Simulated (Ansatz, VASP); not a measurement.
BN: VASP beside Ansatz

```
B N
1.0
     1.25607    0.72519    4.17929
    -1.25607    0.72519    4.17929
     0.00000   -1.45039    4.17929
B N
1 1
Direct
  0.99956 0.99956 0.99956
  0.33288 0.33288 0.33288
```

Alike in both runs: functional PBE; k mesh 12 × 12 × 12; occupations gaussian, width 0.02 eV; no spin polarisation.

Ansatz relaxed the structure, and its values are those at the end. VASP's run is a single point on that final structure, the one shown.

|  | VASP | Ansatz |
| --- | --- | --- |
| version | VASP 6.6.1 | Ansatz 0.2.0 |
| potentials or method | VASP PAW PBE potentials, release 64 (B, N), cutoff 520 eV | scalar-relativistic, plane waves, PAW |
| valence electrons in the cell | 8 | 8 |

Ansatz gave:

* gap on the k mesh at the Fermi level (eV): 4.39
* least direct gap on the mesh (eV): 4.66
* pressure (GPa): 0.0

Q: What did VASP give for the same quantities?

A: gap on the k mesh at the Fermi level (eV): 4.39; least direct gap on the mesh (eV): 4.66; pressure (GPa): 0.1.
